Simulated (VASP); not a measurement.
A run of VASP 6.6.1:

File POSCAR:

```
Os
1.0
    2.7157497827      0.0000000000      0.0000000000
   -1.3578748913      2.3519083021      0.0000000000
    0.0000000000      0.0000000000      4.2907078513
Os
2
Direct
    0.6666666667      0.3333333333      0.7500000000
    0.3333333333      0.6666666667      0.2500000000
```

Contents of INCAR.step1:

```
PREC = Accurate ; ENCUT = 520
ISMEAR = -1 ; SIGMA = 0.05
LREAL = F ; LASPH = T
NELM = 60 ; NBANDS = 15
GGA = PE ; ALGO = Normal
EDIFF = 1E-4 ; LWAVE = T
LCHARG = F
```

INCAR.step2

```
PREC = Accurate ; ENCUT = 520
EDIFF = 1E-6 ; ISMEAR = -1
SIGMA = 0.05 ; LREAL = F
LASPH = T ; NELM = 60
ALGO = Normal ; ISIF = 2
LWAVE = F ; LCHARG = F
METAGGA = R2SCAN ; LMIXTAU = T
IVDW = 12 ; VDW_S6 = 1.0
VDW_S8 = 0.78981345 ; VDW_A1 = 0.49484001
VDW_A2 = 5.73083694 ; NBANDS = 15
ISTART = 1
```

Contents of KPOINTS:

```
Automatic mesh
0
Gamma
  11 11 6
```

Potentials or basis: VASP PAW PBE potentials, release 64 (Os).

Launch:

```console
$ cat potpaw_PBE.64/Os/POTCAR > POTCAR
$ cp INCAR.step1 INCAR
$ mpirun -np 1 vasp_std > vasp.out
$ cp INCAR.step2 INCAR
$ mpirun -np 1 vasp_std > vasp.out
```

Hardware: 1 thread of AMD EPYC 7R13 Processor (Zen 3) (shared host).

**Question.** Estimate the wall time of this run.

**Answer.** Run time: 50 s on 1 thread of AMD EPYC 7R13 Processor (Zen 3), on a shared host, peak memory 0.13 GiB. Counts: k points 64.
